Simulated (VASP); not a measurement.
# ZnS (F-43m) in VASP: a series of runs

The runs below take ZnS through single point, with r2SCAN.

Program: VASP 6.6.1. These are calculated values, not measurements. Logs are shortened: lines on timing, memory, paths and dates and some standing lists are left out, and cuts for length are marked.

**Experimental background.**

“Electronic, vibrational, and thermodynamic properties of ZnS (zincblende and rocksalt structure)”, 2009, arxiv:0911.5022 quotes, for a bulk crystal of ZnS at 19 K: band gap 3.85 eV (direct).

How close the calculation comes is told below.

### 1 The cell of the first run

The structure is cubic, space group F-43m (No. 216). Conventional cell: a = 5.494 Å, b = 5.494 Å, c = 5.494 Å, α = 90.00°, β = 90.00°, γ = 90.00°. Within 3.1 Å of Zn (site symmetry -43m) lie 4 S at 2.38 Å. Within 3.1 Å of S (site symmetry -43m) lie 4 Zn at 2.38 Å.

### 2 Single point, r2SCAN (volume changed by +6%)

POSCAR

```
ZnS
1.0
    0.0000000000      2.7469343765      2.7469343765
    2.7469343765      0.0000000000      2.7469343765
    2.7469343765      2.7469343765      0.0000000000
Zn S
1 1
Direct
    0.2500000000      0.2500000000      0.2500000000
    0.0000000000      0.0000000000      0.0000000000
```

INCAR.step1

```
SYSTEM = ZnS
PREC = Accurate
ENCUT = 550
ISMEAR = 0
SIGMA = 0.01
LREAL = .FALSE.
LASPH = .TRUE.
NELM = 120
NBANDS = 16
GGA = PE
ALGO = Normal
EDIFF = 1E-5
LWAVE = .TRUE.
LCHARG = .FALSE.
GGA_COMPAT = .FALSE.
```

INCAR.step2

```
SYSTEM = ZnS
PREC = Accurate
ENCUT = 550
EDIFF = 1E-6
ISMEAR = 0
SIGMA = 0.01
LREAL = .FALSE.
LASPH = .TRUE.
NELM = 120
ALGO = Normal
ISIF = 2
LWAVE = .FALSE.
LCHARG = .FALSE.
METAGGA = R2SCAN
LMIXTAU = .TRUE.
NBANDS = 16
ISTART = 1
GGA_COMPAT = .FALSE.
```

KPOINTS

```
Automatic mesh
0
G
  6 6 6
  0 0 0
```

Potentials or basis: VASP PAW PBE potentials, release 64 (Zn, S).

Command:

```console
> cat potpaw_PBE.64/Zn/POTCAR potpaw_PBE.64/S/POTCAR > POTCAR
> cp INCAR.step1 INCAR
> mpirun -np 1 vasp_std > vasp.out
> cp INCAR.step2 INCAR
> mpirun -np 1 vasp_std > vasp.out
```

OUTCAR:

```text
SYSTEM = ZnS
   PREC = Accurate
   ENCUT = 550
   EDIFF = 1E-6
   ISMEAR = 0
   LREAL = .FALSE.
   LASPH = .TRUE.
   NELM = 120
   ISIF = 2
   METAGGA = R2SCAN
   ISTART = 1

 ion  position               nearest neighbor table
   1  0.250  0.250  0.250-   2 2.38   2 2.38   2 2.38   2 2.38
   2  0.000  0.000  0.000-   1 2.38   1 2.38   1 2.38   1 2.38

  LATTYP: Found a face centered cubic cell.
 ALAT       =     5.4938687530

  Lattice vectors:

 A1 = (   0.0000000000,   2.7469343765,   2.7469343765)
 A2 = (   2.7469343765,   0.0000000000,   2.7469343765)
 A3 = (   2.7469343765,   2.7469343765,   0.0000000000)

Analysis of symmetry for initial positions (statically):
=====================================================================
 Subroutine PRICEL returns:
 Original cell was already a primitive cell.

 Routine SETGRP: Setting up the symmetry group for a
 face centered cubic supercell.

 Subroutine GETGRP returns: Found 24 space group operations
 (whereof 24 operations were pure point group operations)
 out of a pool of 48 trial point group operations.

The static configuration has the point symmetry T_d .

Analysis of symmetry for dynamics (positions and initial velocities):
=====================================================================
 Subroutine PRICEL returns:
 Original cell was already a primitive cell.

 Routine SETGRP: Setting up the symmetry group for a
 face centered cubic supercell.

 Subroutine GETGRP returns: Found 24 space group operations
 (whereof 24 operations were pure point group operations)
 out of a pool of 48 trial point group operations.

The dynamic configuration has the point symmetry T_d .

 Subroutine INISYM returns: Found 24 space group operations
 (whereof 24 operations are pure point group operations),
 and found     1 'primitive' translations

----------------------------------------------------------------------------------------

                                     Primitive cell

  volume of cell :      41.4548

  direct lattice vectors                    reciprocal lattice vectors
     0.000000000  2.746934377  2.746934377    -0.182021094  0.182021094  0.182021094
     2.746934377  0.000000000  2.746934377     0.182021094 -0.182021094  0.182021094
     2.746934377  2.746934377  0.000000000     0.182021094  0.182021094 -0.182021094

  length of vectors
     3.884751850  3.884751850  3.884751850     0.315269783  0.315269783  0.315269783

  position of ions in fractional coordinates (direct lattice)
     0.250000000  0.250000000  0.250000000
     0.000000000  0.000000000  0.000000000

  ion indices of the primitive-cell ions
   primitive index   ion index
                 1           1
                 2           2

----------------------------------------------------------------------------------------

 KPOINTS: Automatic mesh

Automatic generation of k-mesh.
 Grid dimensions read from file:
 generate k-points for:    6    6    6

 Generating k-lattice:

  Cartesian coordinates                     Fractional coordinates (reciprocal lattice)
    -0.030336849  0.030336849  0.030336849     0.166666667  0.000000000  0.000000000
     0.030336849 -0.030336849  0.030336849     0.000000000  0.166666667  0.000000000
     0.030336849  0.030336849 -0.030336849     0.000000000  0.000000000  0.166666667

  Length of vectors
     0.052544964  0.052544964  0.052544964

  Shift w.r.t. Gamma in fractional coordinates (k-lattice)
     0.000000000  0.000000000  0.000000000

 Subroutine IBZKPT returns following result:
 ===========================================

 Found     16 irreducible k-points:

 Following reciprocal coordinates:
            Coordinates               Weight
  0.000000  0.000000  0.000000      1.000000
  0.166667  0.000000  0.000000      8.000000
  0.333333  0.000000  0.000000      8.000000
  0.500000  0.000000  0.000000      4.000000
  0.166667  0.166667  0.000000      6.000000
  0.333333  0.166667  0.000000     24.000000
[... 8 lines left out ...]
 -0.333333  0.333333  0.166667     24.000000
 -0.333333  0.500000  0.166667     12.000000
   k-points           NKPTS =     16   k-points in BZ     NKDIM =     16   number of bands    NBANDS=     16
   number of dos      NEDOS =    301   number of ions     NIONS =      2
   total plane-waves  NPLWV =  27000
   dimension x,y,z NGX =    30 NGY =   30 NGZ =   30
   dimension x,y,z NGXF=    60 NGYF=   60 NGZF=   60
   ions per type =               1   1
   NGX,Y,Z   is equivalent  to a cutoff of  12.84, 12.84, 12.84 a.u.
   NGXF,Y,Z  is equivalent  to a cutoff of  25.68, 25.68, 25.68 a.u.
 SYSTEM =  ZnS
   PREC   = accura    normal or accurate (medium, high low for compatibility)
   ISTART =      1    job   : 0-new  1-cont  2-samecut
   ICHARG =      0    charge: 1-file 2-atom 10-const
   ISPIN  =      1    spin polarized calculation?
   LNONCOLLINEAR =      F non collinear calculations
   LSORBIT =      F    spin-orbit coupling
   LASPH  =      T    aspherical Exc in radial PAW
   ENCUT  =  550.0 eV  40.42 Ry    6.36 a.u.   7.43  7.43  7.43*2*pi/ulx,y,z
   NELM   =    120;   NELMIN=  2; NELMDL=  0     # of ELM steps
   EDIFF  = 0.1E-05   stopping-criterion for ELM
   LREAL  =      F    real-space projection
   EDIFFG = 0.1E-04   stopping-criterion for IOM
   NSW    =      0    number of steps for IOM
   IBRION =     -1    ionic relax: 0-MD 1-quasi-New 2-CG
   NFREE  =      0    steps in history (QN), initial steepest desc. (CG)
   ISIF   =      2    stress and relaxation
   ISYM   =      2    0-nonsym 1-usesym 2-fastsym
   POTIM  = 0.5000    time-step for ionic-motion
   TEBEG  =    0.0;   TEEND  =   0.0 temperature during run
   PSTRESS=    0.0 pullay stress
   NELECT =      18.0000    total number of electrons
   NUPDOWN=      -1.0000    fix difference up-down
   EMIN   =  10.00;   EMAX   =-10.00  energy-range for DOS
   EFERMI =   0.00;   METHOD = LEGACY
   ISMEAR =     0;   SIGMA  =   0.01  broadening in eV -4-tet -1-fermi 0-gaus
   EFERMI_NEDOS =   21; number of points for ismear=-14 and -15
   IALGO  =     38    algorithm
   IMIX   =      4    mixing-type and parameters
     AMIX     =   0.40;   BMIX     =  1.00
     AMIX_MAG =   1.60;   BMIX_MAG =  1.00
  volume/ion in A,a.u.               =      20.73       139.88
  Fermi-wavevector in a.u.,A,eV,Ry     =   1.239674  2.342644 20.909309  1.536791
  Thomas-Fermi vector in A             =   2.374147
   LORBIT       =      0    0 simple, 1 ext, 2 COOP (PROOUT), +10 PAW based schemes
   METAGGA = R2SCAN    functional components
   LHFCALC =     F    Hartree Fock is set to
   AEXX    =    0.0000 exact exchange contribution
   IVDW    =     0    specifies the selected vdW correction
   LEPSILON=     F    determine dielectric tensor
   LRPA    =     F    only Hartree local field effects (RPA)
 non-spin polarized calculation
 Gauss-broadening in eV      SIGMA  =   0.01
  energy-cutoff  :      550.00
  volume of cell :       41.45
 maximum number of plane-waves:      1243
 NGX is ok and might be reduce to    30
   NGX = 15   NGY = 15   NGZ = 15

 number of electron      17.9999996 magnetization

 Free energy of the ion-electron system (eV)
  ---------------------------------------------------
  ext. energy  EPLUGINS =         0.00000000
  ---------------------------------------------------
  free energy    TOTEN  =       -18.83356648 eV

  energy without entropy =      -18.83356648  energy(sigma->0) =      -18.83356648

 E-fermi :   1.4368     XC(G=0): -10.0355

 val. band max:        1.3811516471   @ k =   0.0000   0.0000   0.0000
 cond. band min:       3.8269649158   @ k =   0.0000   0.0000   0.0000
 fundamental gap:      2.4458132686
 Fermi energy:         1.4367772274

 k-point     1 :       0.0000    0.0000    0.0000
  band No.  band energies     occupation
      1     -11.9496      2.00000
      2      -4.9364      2.00000
      3      -4.9364      2.00000
      4      -4.9364      2.00000
      5      -4.4528      2.00000
      6      -4.4528      2.00000
[... 8 lines left out ...]
     15      13.6256      0.00000
     16      13.6256      0.00000

 k-point     2 :       0.1667    0.0000    0.0000
  band No.  band energies     occupation
      1     -11.7603      2.00000
      2      -4.9179      2.00000
      3      -4.9030      2.00000
      4      -4.9030      2.00000
      5      -4.4542      2.00000
      6      -4.4542      2.00000
[... 8 lines left out ...]
     15      12.8387      0.00000
     16      14.4918      0.00000

 k-point     3 :       0.3333    0.0000    0.0000
  band No.  band energies     occupation
      1     -11.3359      2.00000
      2      -4.8457      2.00000
      3      -4.8457      2.00000
      4      -4.7392      2.00000
      5      -4.4427      2.00000
      6      -4.4427      2.00000
[... 8 lines left out ...]
     15      13.4639      0.00000
     16      13.6558      0.00000

 k-point     4 :       0.5000    0.0000    0.0000
  band No.  band energies     occupation
      1     -11.0939      2.00000
      2      -4.8240      2.00000
      3      -4.8240      2.00000
      4      -4.4273      2.00000
      5      -4.4273      2.00000
      6      -4.2723      2.00000
[... 8 lines left out ...]
     15      15.3078      0.00000
     16      15.3078      0.00000

 k-point     5 :       0.1667    0.1667    0.0000
  band No.  band energies     occupation
      1     -11.6971      2.00000
      2      -4.9513      2.00000
      3      -4.8714      2.00000
      4      -4.8714      2.00000
      5      -4.4756      2.00000
      6      -4.4358      2.00000
[... 8 lines left out ...]
     15      13.9938      0.00000
     16      15.7397      0.00000

 k-point     6 :       0.3333    0.1667    0.0000
  band No.  band energies     occupation
      1     -11.3475      2.00000
      2      -4.8958      2.00000
      3      -4.8042      2.00000
      4      -4.7808      2.00000
      5      -4.4687      2.00000
      6      -4.4216      2.00000
[... 8 lines left out ...]
     15      14.4463      0.00000
     16      15.7932      0.00000

 k-point     7 :       0.5000    0.1667    0.0000
  band No.  band energies     occupation
      1     -11.0293      2.00000
      2      -4.8225      2.00000
      3      -4.7739      2.00000
      4      -4.5287      2.00000
      5      -4.4220      2.00000
      6      -4.3046      2.00000
[... 8 lines left out ...]
     15      15.3501      0.00000
     16      15.8725      0.00000

 k-point     8 :      -0.3333    0.1667    0.0000
  band No.  band energies     occupation
      1     -11.1104      2.00000
      2      -4.8150      2.00000
      3      -4.7978      2.00000
      4      -4.5778      2.00000
      5      -4.4551      2.00000
      6      -4.3942      2.00000
[... 8 lines left out ...]
     15      14.8897      0.00000
     16      15.9998      0.00000

 k-point     9 :      -0.1667    0.1667    0.0000
  band No.  band energies     occupation
      1     -11.4893      2.00000
      2      -4.8669      2.00000
      3      -4.8619      2.00000
      4      -4.8411      2.00000
      5      -4.4705      2.00000
      6      -4.4315      2.00000
[... 8 lines left out ...]
     15      13.8449      0.00000
     16      16.1739      0.00000

 k-point    10 :       0.3333    0.3333    0.0000
  band No.  band energies     occupation
      1     -11.1303      2.00000
      2      -4.9297      2.00000
      3      -4.7138      2.00000
      4      -4.7138      2.00000
      5      -4.4581      2.00000
      6      -4.4020      2.00000
[... 8 lines left out ...]
     15      14.9564      0.00000
     16      18.7649      0.00000

 k-point    11 :       0.5000    0.3333    0.0000
  band No.  band energies     occupation
      1     -10.8863      2.00000
      2      -4.8532      2.00000
      3      -4.6683      2.00000
      4      -4.6208      2.00000
      5      -4.4032      2.00000
      6      -4.2844      2.00000
[... 8 lines left out ...]
     15      15.5528      0.00000
     16      16.7186      0.00000

 k-point    12 :      -0.3333    0.3333    0.0000
  band No.  band energies     occupation
      1     -10.8787      2.00000
      2      -4.8100      2.00000
      3      -4.7080      2.00000
      4      -4.5072      2.00000
      5      -4.4391      2.00000
      6      -4.1958      2.00000
[... 8 lines left out ...]
     15      13.5706      0.00000
     16      18.3529      0.00000

 k-point    13 :       0.5000    0.5000    0.0000
  band No.  band energies     occupation
      1     -10.8069      2.00000
      2      -4.8936      2.00000
      3      -4.6157      2.00000
      4      -4.6157      2.00000
      5      -4.3851      2.00000
      6      -4.2566      2.00000
[... 8 lines left out ...]
     15      15.6642      0.00000
     16      16.4227      0.00000

 k-point    14 :       0.5000    0.3333    0.1667
  band No.  band energies     occupation
      1     -11.0430      2.00000
      2      -4.8213      2.00000
      3      -4.7593      2.00000
      4      -4.6373      2.00000
      5      -4.4303      2.00000
      6      -4.3833      2.00000
[... 8 lines left out ...]
     15      15.8134      0.00000
     16      16.4836      0.00000

 k-point    15 :      -0.3333    0.3333    0.1667
  band No.  band energies     occupation
      1     -10.8787      2.00000
      2      -4.7929      2.00000
      3      -4.7219      2.00000
      4      -4.5011      2.00000
      5      -4.4595      2.00000
      6      -4.1733      2.00000
[... 8 lines left out ...]
     15      15.6198      0.00000
     16      16.3027      0.00000

 k-point    16 :      -0.3333    0.5000    0.1667
  band No.  band energies     occupation
      1     -10.8029      2.00000
      2      -4.8116      2.00000
      3      -4.6583      2.00000
      4      -4.5645      2.00000
      5      -4.4314      2.00000
      6      -4.1409      2.00000
[... 8 lines left out ...]
     15      15.7929      0.00000
     16      16.7418      0.00000

------------------------ aborting loop because EDIFF is reached ----------------------------------------

  FORCE on cell =-STRESS in cart. coord.  units (eV):
  Direction    XX          YY          ZZ          XY          YZ          ZX
  --------------------------------------------------------------------------------------
  -------------------------------------------------------------------------------------
  Total       -1.0272327     -1.0272327     -1.0272327      0.0000000     -0.0000000      0.0000000
  in kB      -39.7012869    -39.7012869    -39.7012869      0.0000000     -0.0000000      0.0000000
  external PRESSURE =     -39.7012869 kB  Pullay stress =       0.0000000 kB

 VOLUME and BASIS-vectors are now :
 -----------------------------------------------------------------------------
  energy-cutoff  :      550.00
  volume of cell :       41.45
      direct lattice vectors                 reciprocal lattice vectors
     0.000000000  2.746934377  2.746934377    -0.182021094  0.182021094  0.182021094
     2.746934377  0.000000000  2.746934377     0.182021094 -0.182021094  0.182021094
     2.746934377  2.746934377  0.000000000     0.182021094  0.182021094 -0.182021094

 POSITION                                       TOTAL-FORCE (eV/Angst)
 -----------------------------------------------------------------------------------
      1.37347      1.37347      1.37347        -0.000000     -0.000000     -0.000000
      0.00000      0.00000      0.00000         0.000000      0.000000      0.000000
 -----------------------------------------------------------------------------------
    total drift:                                0.000002      0.000002      0.000002

  FREE ENERGIE OF THE ION-ELECTRON SYSTEM (eV)
  ---------------------------------------------------
  free  energy   TOTEN  =       -18.8335664763 eV

  energy  without entropy=      -18.8335664763  energy(sigma->0) =      -18.83356648
```

Run time: 1.8 min. Hardware: 1 thread of Intel Xeon 8259CL, shared host; peak memory 0.17 GiB.

Results:

* Free energy: -18.8336 eV
* Pressure: -4.0 GPa
* Band gap on the k mesh: 2.45 eV, direct

Levels at points of the mesh, in eV from the valence-band top:
```
           k point  band 5  band 6  band 7  band 8  band 9  band 10  band 11  band 12  band 13  band 14
(0.00, 0.00, 0.00)   -5.83   -5.83    0.00    0.00    0.00     2.45     6.93     6.93     6.93    12.23
(0.50, 0.00, 0.00)   -5.81   -5.65   -5.06   -0.82   -0.82     3.71     7.42     7.42     9.21    12.60
(0.50, 0.50, 0.00)   -5.77   -5.64   -4.42   -2.10   -2.10     3.83     4.48    11.38    12.47    12.47
```

Caveat: the PAW data sets were made with another functional, which shifts forces and pressure a little.

[end of part 1 of 2]
